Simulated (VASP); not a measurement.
The system is HfO2.

```
CELL_PARAMETERS angstrom
0.03305 2.56223 2.56223
2.56223 0.03305 2.56223
2.56223 2.56223 0.03305
ATOMIC_POSITIONS crystal
Hf 0.00000 0.00000 0.00000
O 0.24923 0.24923 0.24923
O 0.75077 0.75077 0.75077
```

This cell differs from its parent crystal: strain along [111] +2.0%.

Base run:

- Program: VASP 6.6.1
- Functional: r2SCAN
- Potentials or basis: VASP PAW PBE potentials, release 64 (Hf_pv, O)
- Cutoff: 520 eV
- k mesh: 8 × 8 × 8
- Occupations: gaussian, width 0.01 eV
- Spin: no spin polarisation

Its results: band gap on the k mesh 4.26 eV, direct; pressure -8.7 GPa; largest force 0.015 eV/Å.

**Question.** The run is repeated on the same cell with these changes: functional from r2SCAN to PBE; occupations from gaussian, width 0.01 eV to fermi-dirac, width 0.02 eV. What comes out?

**Answer.** Band gap on the k mesh 3.77 eV, direct; pressure -2.7 GPa; largest force 0.004 eV/Å.

Caveats: spin-orbit coupling is left out, which moves the levels of the heavy elements; the PAW data sets were made with another functional, which shifts forces and pressure a little (some runs).

A k mesh can miss the band edges.
